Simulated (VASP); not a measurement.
MgSI, 3 atoms in the cell. It takes space group P-6m2 (No. 187, hexagonal). Conventional cell: a = 4.235 Å, b = 4.235 Å, c = 5.267 Å, α = 90.00°, β = 90.00°, γ = 120.00°. Within 3.2 Å of Mg (site symmetry -6m2) lie 3 S at 2.45 Å. Within 3.2 Å of S (site symmetry -6m2) lie 3 Mg at 2.45 Å. I (site symmetry -6m2) has 6 Mg at 3.59 Å and 6 S at 3.59 Å and 6 I at 4.24 Å within 4.7 Å. The cell was built from a structure type or drawn by symmetry, and may not be a known phase.

```yaml
Program: VASP 6.6.1
Task: single point
Functional: PBE
Potentials_or_basis: VASP PAW PBE potentials, release 64 (Mg, S, I)
Cutoff: 520 eV
k_mesh: 12 × 12 × 10
Occupations: gaussian, width 0.1 eV
Spin: no spin polarisation
Dipole_correction: no
Further_INCAR_settings: ALGO = Normal; EDIFF = 1e-07; NBANDS = 14
```

Potentials or basis: VASP PAW PBE potentials, release 64 (Mg, S, I).

Command:

```console
$ cat potpaw_PBE.64/Mg/POTCAR potpaw_PBE.64/S/POTCAR potpaw_PBE.64/I/POTCAR > POTCAR
$ mpirun -np 1 vasp_std > vasp.out
```

Hardware: 1 thread of Intel Xeon 8259CL, on a shared host.

Problem. How long does it take, and how much memory?

Solution. Wall time 120 s on 1 thread of Intel Xeon 8259CL (shared host), peak memory 0.31 GiB. Counts: scf iterations 13, k points 114.
